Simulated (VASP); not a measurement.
# Si15C7 in VASP: a series of runs, part 3 of 3

VASP 6.6.1. The steps go on from the part before.

### Step 5. Single point, PBE

INCAR reads:

```
ALGO     = Normal         # electronic algorithm
EDIFF    = 1E-6           # SCF threshold, eV
ENCUT    = 520            # plane-wave cutoff, eV
GGA      = PE             # functional
GGA_COMPAT= False        
ISIF     = 2              # what is computed and relaxed
ISMEAR   = -1             # smearing method
ISYM     = -1           
LASPH    = True           # aspherical terms in the spheres
LCHARG   = True           # write CHGCAR
LELF     = True           # ELF
LREAL    = Auto         
LVHAR    = True         
LWAVE    = False          # write WAVECAR
NBANDS   = 61             # bands
NELM     = 120            # most SCF steps
PREC     = Accurate       # precision mode
SIGMA    = 0.2482         # smearing width, eV
```

KPOINTS reads:

```
explicit points
1
Reciprocal
  0.25000000   0.25000000   0.25000000 1
```

POSCAR reads:

```
Si15C7
1.0
    7.0498510000      0.0733280000     -0.0802340000
    0.0733280000      7.4467350000      0.2804210000
   -0.0802340000      0.2804210000      6.9363850000
Si C
15 7
Direct
    0.6909477514      0.1404049010      0.5426665358
    0.5031942319      0.9326867316      1.1346612594
    0.2395330700      0.3764327938      0.7325387844
    0.8725363724      0.2552713841      0.9699747962
    0.6586454147      0.7839542797      0.4091636368
    0.5144483105      0.3788198197      0.4645790586
    0.2482004575      1.0751564137      0.6206883959
    0.5850525596      0.9102691053      0.8168056609
    0.2534158106      0.4453183113      1.2008874879
   -0.0185221616      0.6995875697      0.4525622276
   -0.0561503116     -0.0378625968      0.7232878947
    1.0497406372     -0.0313518298      0.2852046998
    0.2594924449      0.7290619783      0.9509151853
    0.9149590148      0.2755050069      0.3071385790
    0.8725718964      0.5551767148      0.7294395746
    0.2816243306      0.3071501653      0.9969872621
    0.3178540345      1.0170400783      0.3326407494
    0.6201643627      0.1406002538      0.9767590760
    0.4376448615      0.2287968642      0.9553341622
    1.0322214101      0.8669654373     -0.0011718009
   -0.0226343727      0.7167814540      0.8944486763
    0.0415125049      0.5081308852      0.3172370252
```

Potentials or basis: VASP PAW PBE potentials, release 64 (Si, C).

Launch:

```
$ cat potpaw_PBE.64/Si/POTCAR potpaw_PBE.64/C/POTCAR > POTCAR
$ mpirun -np 1 vasp_std > vasp.out
```

OUTCAR:

```text
EDIFF = 1E-6
   ENCUT = 520
   GGA = PE
   ISIF = 2
   ISMEAR = -1
   ISYM = -1
   LASPH = True
   LREAL = Auto
   NELM = 120
   PREC = Accurate

 ion  position               nearest neighbor table
   1  0.691  0.140  0.543-   6 2.18  11 2.46  14 2.47   8 2.59   5 2.89
   2  0.503  0.933  0.135-  18 2.03  17 2.04   8 2.31   5 2.36  19 2.48  13 2.68
   3  0.240  0.376  0.733-  16 1.88  19 2.27   7 2.43   6 2.72  15 2.89  13 3.14
   4  0.873  0.255  0.970-  18 1.99  14 2.37  15 2.68  11 2.92
   5  0.659  0.784  0.409-  10 2.36   2 2.36   1 2.89  15 3.05   8 3.10
   6  0.514  0.379  0.465-   1 2.18   9 2.58   3 2.72   7 3.11
   7  0.248  0.075  0.621-  17 2.14  11 2.42   3 2.43  12 2.86   8 2.91   6 3.11
   8  0.585  0.910  0.817-  18 2.13   2 2.31   1 2.59  11 2.65  13 2.83   7 2.91   5 3.10
   9  0.253  0.445  0.201-  22 1.79  16 1.83   6 2.58  13 2.63  14 2.81
  10  0.981  0.700  0.453-  22 1.82  15 2.28  12 2.30   5 2.36  11 2.83
  11  0.944  0.962  0.723-  20 2.07  21 2.11   7 2.42   1 2.46   8 2.65  10 2.83   4 2.92  15 3.08
                            13 3.12  12 3.14
  12  0.050  0.969  0.285-  17 1.96  20 2.18  10 2.30  14 2.48   7 2.86  11 3.14
  13  0.259  0.729  0.951-  20 1.94  21 2.02   9 2.63   2 2.68   8 2.83  11 3.12   3 3.14
[... 165 lines left out ...]
      4      -7.2474      2.00000
      5      -6.2092      2.00000
      6      -5.3291      2.00000
[... 48 lines left out ...]
     55       8.2126      0.00006
     56       8.3545      0.00004
 [bands above 56 left out]

------------------------ aborting loop because EDIFF is reached ----------------------------------------

  FORCE on cell =-STRESS in cart. coord.  units (eV):
  Direction    XX          YY          ZZ          XY          YZ          ZX
  --------------------------------------------------------------------------------------
  -------------------------------------------------------------------------------------
  Total       -3.2686254    -16.1962894     -5.9659854     -2.1975644     -0.7593045      3.1639194
  in kB      -14.4066873    -71.3862404    -26.2954840     -9.6859136     -3.3466861     13.9451887
  external PRESSURE =     -37.3628039 kB  Pullay stress =       0.0000000 kB

 VOLUME and BASIS-vectors are now :
 -----------------------------------------------------------------------------
  energy-cutoff  :      520.00
  volume of cell :      363.51
      direct lattice vectors                 reciprocal lattice vectors
     7.049851000  0.073328000 -0.080234000     0.141881518 -0.001461133  0.001700231
     0.073328000  7.446735000  0.280421000    -0.001461133  0.134506834 -0.005454682
    -0.080234000  0.280421000  6.936385000     0.001700231 -0.005454682  0.144407501

 POSITION                                       TOTAL-FORCE (eV/Angst)
 -----------------------------------------------------------------------------------
      4.83783      1.24840      3.74808         1.021049     -2.044736     -0.512808
      3.60503      7.02013      1.15523        -0.892337      0.645302      2.998062
      1.65750      3.02618      5.16751        -0.135825      0.693757     -1.607837
      6.09214      2.23692      6.72970        -1.161563     -0.556245     -1.026371
      4.66801      6.00094      3.00511        -0.234320      0.040972      0.380551
      3.61729      2.98897      3.28745        -2.041884      2.845243     -0.312758
[... 14 lines left out ...]
      6.87108      5.66017      6.32682        -0.033411      1.061586      0.663025
      0.30446      3.87592      2.33964        -0.479651     -2.260386     -0.452851
 -----------------------------------------------------------------------------------
    total drift:                               -0.001431      0.004030      0.008804

  FREE ENERGIE OF THE ION-ELECTRON SYSTEM (eV)
  ---------------------------------------------------
  free  energy   TOTEN  =      -126.3014355733 eV

  energy  without entropy=     -124.7998973907  energy(sigma->0) =     -125.55066648
```

stdout:

```text
POSCAR found type information on POSCAR SiC
 POSCAR found :  2 types and      22 ions
 scaLAPACK will be used
 LDA part: xc-table for (Slater+PW92), standard interpolation
 POSCAR, INCAR and KPOINTS ok, starting setup
 FFT: planning ... GRIDC
 FFT: planning ... GRID_SOFT
 FFT: planning ... GRID
 WAVECAR not read
 entering main loop
```

Run time: 1.7 min. Hardware: 1 thread of Intel Xeon Platinum 8259CL at 2.50GHz (Skylake/Cascade Lake), shared host; peak memory 0.36 GiB.

What came out:

```
Free energy   : -126.3014 eV
Pressure      : -3.7 GPa
Largest force : 4.291 eV/Å
```

Forces on the atoms (eV/Å):
```
Si   1.021 -2.045 -0.513
Si  -0.892  0.645  2.998
Si  -0.136  0.694 -1.608
Si  -1.162 -0.556 -1.026
Si  -0.234  0.041  0.381
Si  -2.042  2.845 -0.313
Si   1.378 -1.237 -1.521
Si  -0.785  0.216 -1.918
Si   1.657  1.266  0.769
Si  -0.202 -0.401 -0.756
Si   0.907  0.424  0.632
Si   1.833  0.367 -1.486
Si   1.134 -0.237  0.045
Si  -0.412  0.824  0.744
Si  -0.033 -0.626  2.010
C   -0.793  0.723  0.372
C   -1.416 -0.162  0.379
C   -2.673  0.285  0.020
C    3.981 -1.540  0.444
C   -0.617 -0.326  0.135
C   -0.033  1.062  0.663
C   -0.480 -2.260 -0.453
```

Caveat: the atoms stand as in a frame of molecular dynamics.

### Step 6. Summary

```csv
cell,smearing,pressure (GPa),largest force (eV/Å)
"as given, atomic positions A",fermi-dirac 0.3447 eV,-2.6,6.26
"as given, atomic positions B",fermi-dirac 0.2482 eV,-2.9,5.00
"as given, atomic positions C",fermi-dirac 0.2482 eV,-2.6,6.57
"as given, atomic positions D",fermi-dirac 0.2482 eV,-3.7,4.29
```

Alike in all rows: task single point; level PBE; potentials or basis VASP PAW PBE potentials, release 64 (Si, C); no spin polarisation; k mesh 1 × 1 × 1, shifted; cutoff (eV) 520.

Caveats: the atoms stand as in a frame of molecular dynamics.

Absolute energies hang on the potentials; compare differences alone.
